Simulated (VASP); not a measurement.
BAs: elastic constants with PBEsol

Crystal: BAs.

```xyz
2
Lattice="0.0000 2.3141 2.3141 2.3141 0.0000 2.3141 2.3141 2.3141 0.0000" Properties=species:S:1:pos:R:3 pbc="T T T"
B     0.0000    0.0000    0.0000
As    3.4712    3.4712    3.4712
```

* Program: VASP 6.6.1
* Task: elastic constants
* Functional: PBEsol
* Potentials or basis: VASP PAW PBE potentials, release 64 (B, As)
* Cutoff: 600 eV
* k mesh: 10 × 10 × 10
* Occupations: gaussian, width 0.01 eV
* Spin: no spin polarisation
* Dipole correction: no
* Ions in elastic constants: relaxed
* Further INCAR settings: ALGO = Normal; EDIFF = 1e-08; IBRION = 6; POTIM = 0.015; NSW = 1; ISIF = 3

The elastic constants C11, C12, C44 are 334, 115, 174 GPa, the voigt bulk modulus is 188 GPa and the highest phonon frequency at Γ, LO-TO splitting left out is 761 cm⁻¹.

Phonon frequencies in cm⁻¹ (negative: imaginary):
```tsv
q point	frequencies
(0.000, 0.000, 0.000)	0 0 0 761 761 761
```

Elastic tensor in Voigt notation (GPa, in the Cartesian axes of the cell as first typed):
```
334 115 115   0   0   0
115 334 115   0   0   0
115 115 334   0   0   0
  0   0   0 174   0   0
  0   0   0   0 174   0
  0   0   0   0   0 174
```

Clamped-ion elastic tensor (GPa):
```
334 115 115   0   0   0
115 334 115   0   0   0
115 115 334   0   0   0
  0   0   0 221   0   0
  0   0   0   0 221   0
  0   0   0   0   0 221
```

It took 4 min on 1 thread of Intel(R) Xeon(R) 6975P-C (Granite Rapids), with other jobs on the host, peak memory 0.28 GiB.

Caveat: the cell is under stress, which shifts elastic constants; the PAW data sets were made with another functional, which shifts forces and pressure a little.
